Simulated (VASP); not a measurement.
# Te2Pt (P-3m1) in VASP: notebook

Te2Pt is run at these levels: PBE+D3(BJ); tasks: single point, relaxation of shape and atoms at fixed volume.

Everything below comes from runs of VASP 6.6.1. Logs are shortened: lines on timing, memory, paths and dates and some standing lists are left out, and cuts for length are marked.

### Step 1. The cell of the first run

The structure is trigonal, space group P-3m1 (No. 164). Conventional cell: a = 4.072 Å, b = 4.072 Å, c = 5.196 Å, α = 90.00°, β = 90.00°, γ = 120.00°. Te (site symmetry 3m) has 3 Pt at 2.72 Å and 6 Te at 3.41 to 3.60 Å within 3.6 Å. Pt (site symmetry -3m) has 6 Te at 2.72 Å within 3.6 Å.

### Step 2. Single point, PBE+D3(BJ) (24.87 Å³/atom)

INCAR reads:

```
SYSTEM = Te2Pt
  PREC = Accurate
  ENCUT = 500
  EDIFF = 1E-6
  ISMEAR = 0
  SIGMA = 0.1
  LREAL = .FALSE.
  LASPH = .TRUE.
  NELM = 120
  ALGO = Normal
  ISIF = 2
  LWAVE = .FALSE.
  LCHARG = .TRUE.
  GGA = PE
  IVDW = 12
  LELF = .TRUE.
  LVHAR = .TRUE.
  NBANDS = 18
  GGA_COMPAT = .FALSE.
```

KPOINTS reads:

```
Automatic mesh
0
G
  12 12 8
  0 0 0
```

POSCAR reads:

```
Te2Pt
1.0
    4.0718297146      0.0000000000      0.0000000000
   -2.0359148573      3.5263079727      0.0000000000
    0.0000000000      0.0000000000      5.1958317963
Te Pt
2 1
Direct
    0.3333333333      0.6666666667      0.2620916962
    0.6666666667      0.3333333333      0.7379083038
    0.0000000000      0.0000000000      0.0000000000
```

Potentials or basis: VASP PAW PBE potentials, release 64 (Te, Pt).

Command:

```console
$ cat potpaw_PBE.64/Te/POTCAR potpaw_PBE.64/Pt/POTCAR > POTCAR
$ mpirun -np 1 vasp_std > vasp.out
```

OUTCAR:

```text
SYSTEM = Te2Pt
   PREC = Accurate
   ENCUT = 500
   EDIFF = 1E-6
   ISMEAR = 0
   LREAL = .FALSE.
   LASPH = .TRUE.
   NELM = 120
   ISIF = 2
   GGA = PE
   IVDW = 12
 IVDW          = 12

 ion  position               nearest neighbor table
   1  0.333  0.667  0.262-   3 2.72   3 2.72   3 2.72   2 3.41   2 3.41   2 3.41   2 3.60   2 3.60
                             2 3.60
   2  0.667  0.333  0.738-   3 2.72   3 2.72   3 2.72   1 3.41   1 3.41   1 3.41   1 3.60   1 3.60
                             1 3.60
   3  0.000  0.000  0.000-   1 2.72   2 2.72   1 2.72   2 2.72   2 2.72   1 2.72

  LATTYP: Found a hexagonal cell.
 ALAT       =     4.0718297146
 C/A-ratio  =     1.2760434892

  Lattice vectors:

 A1 = (   4.0718297146,   0.0000000000,   0.0000000000)
 A2 = (  -2.0359148573,   3.5263079727,   0.0000000000)
 A3 = (   0.0000000000,   0.0000000000,   5.1958317963)

Analysis of symmetry for initial positions (statically):
=====================================================================
 Subroutine PRICEL returns:
 Original cell was already a primitive cell.

 Routine SETGRP: Setting up the symmetry group for a
 hexagonal supercell.

 Subroutine GETGRP returns: Found 12 space group operations
 (whereof 12 operations were pure point group operations)
 out of a pool of 24 trial point group operations.

The static configuration has the point symmetry D_3d.

Analysis of symmetry for dynamics (positions and initial velocities):
=====================================================================
 Subroutine PRICEL returns:
 Original cell was already a primitive cell.

 Routine SETGRP: Setting up the symmetry group for a
 hexagonal supercell.

 Subroutine GETGRP returns: Found 12 space group operations
 (whereof 12 operations were pure point group operations)
 out of a pool of 24 trial point group operations.

The dynamic configuration has the point symmetry D_3d.

 Subroutine INISYM returns: Found 12 space group operations
 (whereof 12 operations are pure point group operations),
 and found     1 'primitive' translations

----------------------------------------------------------------------------------------

                                     Primitive cell

  volume of cell :      74.6045

  direct lattice vectors                    reciprocal lattice vectors
     4.071829715  0.000000000  0.000000000     0.245589838  0.141791359  0.000000000
    -2.035914857  3.526307973  0.000000000     0.000000000  0.283582718  0.000000000
     0.000000000  0.000000000  5.195831796     0.000000000  0.000000000  0.192461966

  length of vectors
     4.071829715  4.071829715  5.195831796     0.283582718  0.283582718  0.192461966

  position of ions in fractional coordinates (direct lattice)
     0.333333333  0.666666667  0.262091696
     0.666666667  0.333333333  0.737908304
     0.000000000  0.000000000  0.000000000

  ion indices of the primitive-cell ions
   primitive index   ion index
                 1           1
                 2           2
                 3           3

----------------------------------------------------------------------------------------

 KPOINTS: Automatic mesh

Automatic generation of k-mesh.
 Grid dimensions read from file:
 generate k-points for:   12   12    8

 Generating k-lattice:

  Cartesian coordinates                     Fractional coordinates (reciprocal lattice)
     0.020465820  0.011815947  0.000000000     0.083333333  0.000000000  0.000000000
     0.000000000  0.023631893  0.000000000     0.000000000  0.083333333  0.000000000
     0.000000000  0.000000000  0.024057746     0.000000000  0.000000000  0.125000000

  Length of vectors
     0.023631893  0.023631893  0.024057746

  Shift w.r.t. Gamma in fractional coordinates (k-lattice)
     0.000000000  0.000000000  0.000000000

 Subroutine IBZKPT returns following result:
 ===========================================

 Found    131 irreducible k-points:

 Following reciprocal coordinates:
            Coordinates               Weight
  0.000000  0.000000  0.000000      1.000000
  0.083333  0.000000  0.000000      6.000000
  0.166667  0.000000  0.000000      6.000000
  0.250000  0.000000  0.000000      6.000000
  0.333333  0.000000  0.000000      6.000000
  0.416667  0.000000  0.000000      6.000000
[... 16 lines left out ...]
  0.166667  0.000000  0.125000      6.000000
  0.000000  0.166667  0.125000      6.000000
 [... further k-points ...]
   k-points           NKPTS =    131   k-points in BZ     NKDIM =    131   number of bands    NBANDS=     18
   number of dos      NEDOS =    301   number of ions     NIONS =      3
   total plane-waves  NPLWV =  36000
   dimension x,y,z NGX =    30 NGY =   30 NGZ =   40
   dimension x,y,z NGXF=    60 NGYF=   60 NGZF=   80
   ions per type =               2   1
   NGX,Y,Z   is equivalent  to a cutoff of  12.25, 12.25, 12.80 a.u.
   NGXF,Y,Z  is equivalent  to a cutoff of  24.50, 24.50, 25.60 a.u.
 SYSTEM =  Te2Pt
   PREC   = accura    normal or accurate (medium, high low for compatibility)
   ISTART =      0    job   : 0-new  1-cont  2-samecut
   ICHARG =      2    charge: 1-file 2-atom 10-const
   ISPIN  =      1    spin polarized calculation?
   LNONCOLLINEAR =      F non collinear calculations
   LSORBIT =      F    spin-orbit coupling
   LASPH  =      T    aspherical Exc in radial PAW
   ENCUT  =  500.0 eV  36.75 Ry    6.06 a.u.   7.42  7.42  9.47*2*pi/ulx,y,z
   NELM   =    120;   NELMIN=  2; NELMDL= -5     # of ELM steps
   EDIFF  = 0.1E-05   stopping-criterion for ELM
   LREAL  =      F    real-space projection
   EDIFFG = 0.1E-04   stopping-criterion for IOM
   NSW    =      0    number of steps for IOM
   IBRION =     -1    ionic relax: 0-MD 1-quasi-New 2-CG
   NFREE  =      0    steps in history (QN), initial steepest desc. (CG)
   ISIF   =      2    stress and relaxation
   ISYM   =      2    0-nonsym 1-usesym 2-fastsym
   POTIM  = 0.5000    time-step for ionic-motion
   TEBEG  =    0.0;   TEEND  =   0.0 temperature during run
   PSTRESS=    0.0 pullay stress
   NELECT =      22.0000    total number of electrons
   NUPDOWN=      -1.0000    fix difference up-down
   EMIN   =  10.00;   EMAX   =-10.00  energy-range for DOS
   EFERMI =   0.00;   METHOD = LEGACY
   ISMEAR =     0;   SIGMA  =   0.10  broadening in eV -4-tet -1-fermi 0-gaus
   EFERMI_NEDOS =   21; number of points for ismear=-14 and -15
   IALGO  =     38    algorithm
   IMIX   =      4    mixing-type and parameters
     AMIX     =   0.40;   BMIX     =  1.00
     AMIX_MAG =   1.60;   BMIX_MAG =  1.00
  volume/ion in A,a.u.               =      24.87       167.82
  Fermi-wavevector in a.u.,A,eV,Ry     =   1.089668  2.059173 16.155227  1.187376
  Thomas-Fermi vector in A             =   2.225876
   LORBIT       =      0    0 simple, 1 ext, 2 COOP (PROOUT), +10 PAW based schemes
   GGA     = PE    functional components
   LHFCALC =     F    Hartree Fock is set to
   AEXX    =    0.0000 exact exchange contribution
   IVDW    =    12    specifies the selected vdW correction
   LEPSILON=     F    determine dielectric tensor
   LRPA    =     F    only Hartree local field effects (RPA)
 non-spin polarized calculation
 Gauss-broadening in eV      SIGMA  =   0.10
  energy-cutoff  :      500.00
  volume of cell :       74.60
 maximum number of plane-waves:      1927
 NGX is ok and might be reduce to    30
   NGX = 15   NGY = 15   NGZ = 19

 number of electron      21.9999996 magnetization

 Free energy of the ion-electron system (eV)
  ---------------------------------------------------
  ext. energy  EPLUGINS =         0.00000000
  ---------------------------------------------------
  free energy    TOTEN  =       -13.55693818 eV

  energy without entropy =      -13.54996851  energy(sigma->0) =      -13.55345335

 E-fermi :   8.4241     XC(G=0): -10.4633

 val. band max:        8.4147629089   @ k =   0.0833   0.0833   0.3750
 cond. band min:       8.4263309196   @ k =  -0.0833   0.2500   0.3750
 fundamental gap:      0.0115680107
 Fermi energy:         8.4240880996

 k-point     1 :       0.0000    0.0000    0.0000
  band No.  band energies     occupation
      1      -5.4447      2.00000
      2      -2.0944      2.00000
      3       1.8563      2.00000
      4       2.8805      2.00000
      5       2.8805      2.00000
      6       4.8020      2.00000
[... 10 lines left out ...]
     17      14.3558      0.00000
     18      17.8153      0.00000

 k-point     2 :       0.0833    0.0000    0.0000
  band No.  band energies     occupation
      1      -5.3720      2.00000
      2      -2.1370      2.00000
      3       1.9414      2.00000
      4       2.9202      2.00000
      5       2.9418      2.00000
      6       4.7409      2.00000
[... 10 lines left out ...]
     17      14.5138      0.00000
     18      16.7847      0.00000

 k-point     3 :       0.1667    0.0000    0.0000
  band No.  band energies     occupation
      1      -5.1588      2.00000
      2      -2.2573      2.00000
      3       2.1878      2.00000
      4       3.0332      2.00000
      5       3.1119      2.00000
      6       4.4899      2.00000
[... 10 lines left out ...]
     17      14.8549      0.00000
     18      15.7773      0.00000

 k-point     4 :       0.2500    0.0000    0.0000
  band No.  band energies     occupation
      1      -4.8213      2.00000
      2      -2.4404      2.00000
      3       2.5581      2.00000
      4       3.1978      2.00000
      5       3.2942      2.00000
      6       3.9464      2.00000
[... 375 lines left out ...]
      4       2.9118      2.00000
      5       3.0243      2.00000
      6       4.7114      2.00000
[... 10 lines left out ...]
     17      14.7590      0.00000
     18      16.2148      0.00000

 k-point    23 :       0.1667    0.0000    0.1250
  band No.  band energies     occupation
      1      -5.0844      2.00000
      2      -2.4610      2.00000
      3       2.3327      2.00000
      4       3.0903      2.00000
      5       3.1851      2.00000
      6       4.5543      2.00000
[... 10 lines left out ...]
     17      14.6257      0.00000
     18      15.2609      0.00000

 k-point    24 :       0.0000    0.1667    0.1250
  band No.  band energies     occupation
      1      -5.0907      2.00000
      2      -2.4285      2.00000
      3       2.2119      2.00000
      4       2.9979      2.00000
      5       3.3254      2.00000
      6       4.3574      2.00000
[... 10 lines left out ...]
     17      15.4794      0.00000
     18      15.6679      0.00000

 [... further k-points ...]

------------------------ aborting loop because EDIFF is reached ----------------------------------------

 Edisp (eV)   -1.64667

 E8    (eV) :    -0.7559

  FORCE on cell =-STRESS in cart. coord.  units (eV):
  Direction    XX          YY          ZZ          XY          YZ          ZX
  --------------------------------------------------------------------------------------
  -------------------------------------------------------------------------------------
  Total      -0.90398    -0.90398    -0.87422     0.00000     0.00000     0.00000
  in kB     -19.41354   -19.41354   -18.77447     0.00000     0.00000     0.00000
  external pressure =      -19.20 kB  Pullay stress =        0.00 kB

 VOLUME and BASIS-vectors are now :
 -----------------------------------------------------------------------------
  energy-cutoff  :      500.00
  volume of cell :       74.60
      direct lattice vectors                 reciprocal lattice vectors
     4.071829715  0.000000000  0.000000000     0.245589838  0.141791359  0.000000000
    -2.035914857  3.526307973  0.000000000     0.000000000  0.283582718  0.000000000
     0.000000000  0.000000000  5.195831796     0.000000000  0.000000000  0.192461966

 POSITION                                       TOTAL-FORCE (eV/Angst)
 -----------------------------------------------------------------------------------
     -0.00000      2.35087      1.36178         0.000000      0.000000     -0.006070
      2.03591      1.17544      3.83405        -0.000000      0.000000      0.006070
      0.00000      0.00000      0.00000         0.000000      0.000000      0.000000
 -----------------------------------------------------------------------------------
    total drift:                               -0.000000     -0.000000     -0.000000

  FREE ENERGIE OF THE ION-ELECTRON SYSTEM (eV)
  ---------------------------------------------------
  free  energy   TOTEN  =       -15.2036118743 eV

  energy  without entropy=      -15.1966422103  energy(sigma->0) =      -15.20012704
```

It took 77 s on 1 thread of AMD EPYC 9R45 (Zen 5), shared host; peak memory 0.28 GiB.

What came out:

| Quantity | Value |
| --- | --- |
| Free energy | -15.2036 eV |
| Pressure | -1.9 GPa |
| Largest force | 0.006 eV/Å |
| Band gap on the k mesh | zero (bands 11 and 12 overlap by 1.26 eV) |
| Dispersion energy per atom | -0.549 eV |

Forces in eV/Å, atoms in the order of the input:
```
Te   0.000  0.000 -0.006
Te   0.000  0.000  0.006
Pt   0.000  0.000  0.000
```

Levels at points of the mesh, in eV from the Fermi level:
| k point | band 9 | band 10 | band 11 | band 12 | band 13 | band 14 |
| --- | --- | --- | --- | --- | --- | --- |
| (0.00, 0.00, 0.00) | -0.47 | -0.47 | 0.90 | 0.90 | 1.52 | 2.70 |
| (0.50, 0.00, 0.00) | -3.28 | -3.26 | -2.81 | 0.13 | 2.53 | 3.87 |
| (0.00, 0.00, 0.50) | -1.41 | -1.21 | -1.21 | 2.17 | 2.17 | 4.20 |
| (0.50, 0.00, 0.50) | -3.13 | -2.26 | -0.68 | 0.36 | 1.31 | 4.29 |

Caveat: spin-orbit coupling is left out, which moves the levels of the heavy elements.

(Part 1 of 2 ends here.)

The gap in the log of VASP goes by the Fermi energy; the results here count the filled bands.